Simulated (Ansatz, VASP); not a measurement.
# One calculation of In3Se, two programs

Contents of INCAR:

```
ALGO = Normal
EDIFF = 1E-7
ENCUT = 520
GGA = PS
ISIF = 2
ISMEAR = 0
IVDW = 12
LASPH = T
LCHARG = F
LREAL = F
LWAVE = F
NBANDS = 30
NELM = 100
PREC = Accurate
SIGMA = 0.15
```

KPOINTS

```
k-points
0
Gamma
  10 10 10
```

POSCAR

```
In3Se
1.0
    4.5878535042      0.0000000000      0.0000000000
    0.0000000000      4.5878535042      0.0860222532
    0.0000000000      0.0860222532      4.5878535042
In Se
3 1
Direct
    0.0000000000      0.5000000000      0.5000000000
    0.5000000000      0.0000000000      0.5000000000
    0.5000000000      0.5000000000      0.0000000000
    0.0000000000      0.0000000000      0.0000000000
```

Input for Ansatz:

```yaml
crystal:
  lattice:
    - [4.5878535042, 0.0, 0.0]
    - [0.0, 4.5878535042, 0.0860222532]
    - [0.0, 0.0860222532, 4.5878535042]
  atoms:
    - { symbol: In, position: [0.0, 0.5, 0.5] }
    - { symbol: In, position: [0.5, 0.0, 0.5] }
    - { symbol: In, position: [0.5, 0.5, 0.0] }
    - { symbol: Se, position: [0.0, 0.0, 0.0] }
basis:
  ecutwfc: 420
kpoints:
  mp_grid: { grid: [10, 10, 10] }
hamiltonian:
  xc: pbesol
  dispersion: d3bj
scf:
  occupations: { method: gaussian, width: 0.15 }
output:
  forces: true
  stress: true
  eigenvalues: true
```

Change from the starting cell: strain +0.0375 x Voigt [0, 0, 0, 1, 0, 0], atoms carried along.

Alike in both runs: task single point; functional PBEsol; dispersion D3(BJ); k mesh 10 × 10 × 10; occupations gaussian, width 0.15 eV; no spin polarisation.

|  | VASP | Ansatz |
| --- | --- | --- |
| version | VASP 6.6.1 | Ansatz 0.2.0 |
| potentials or method | VASP PAW PBE potentials, release 64 (In_d, Se), cutoff 520 eV | scalar-relativistic, plane waves, PAW |
| valence electrons in the cell | 45 | 55 |

```csv
,VASP,Ansatz,Ansatz less VASP
gap on the k mesh at the Fermi level (eV),none,none,-
pressure (GPa),0.0,0.0,0.00
"traceless stress, the component that is largest in VASP (GPa)",-0.42,-0.42,+0.003
```

VASP's potentials were made for PBE, not for PBEsol. A gap of «none» marks a metal or a gap that the smearing closes. VASP's potentials hold 45 valence electrons a cell and Ansatz's 55, so a difference there can come from the potentials and not from the codes.
